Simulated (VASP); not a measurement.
A run of VASP 6.6.1 is set up as follows.

INCAR

```
SYSTEM = H
PREC = Accurate
ENCUT = 520
EDIFF = 1E-6
ISMEAR = 0
SIGMA = 0.05
LREAL = .FALSE.
LASPH = .TRUE.
NELM = 60
ALGO = Normal
ISIF = 2
LWAVE = .FALSE.
LCHARG = .FALSE.
GGA = PE
NBANDS = 10
```

KPOINTS

```
regular mesh
0
G
  9 9 6
  0 0 0
```

File POSCAR:

```
H
1.0
    3.8401304226      0.0000000000      0.0000000000
   -1.9200652113      3.3256504998      0.0000000000
    0.0000000000      0.0000000000      4.7943284725
H
4
Direct
    0.3333333333      0.6666666667      0.1764958800
    0.6666666667      0.3333333333      0.6764958800
    0.6666666667      0.3333333333      0.8235041200
    0.3333333333      0.6666666667      0.3235041200
```

Potentials or basis: VASP PAW PBE potentials, release 64 (H).

Launch:

```bash
$ cat potpaw_PBE.64/H/POTCAR > POTCAR
$ mpirun -np 1 vasp_std > vasp.out
```

Task: Predict the pressure.

Result: 2.1 GPa.

Task: Predict the band gap on the k mesh.

Result: 10.01 eV, direct.

Task: Estimate the largest force.

Result: 1.819 eV/Å.

Forces on the atoms (eV/Å):
```
H    0.000  0.000 -1.819
H    0.000  0.000 -1.819
H    0.000  0.000  1.819
H    0.000  0.000  1.819
```

Caveat: the cell differs from its parent crystal (strain +0.000 along x and y, -0.050 along z); forces of over 1 eV/Å act on the atoms, so gaps and moduli don't describe the material at rest. A k mesh can miss the band edges.
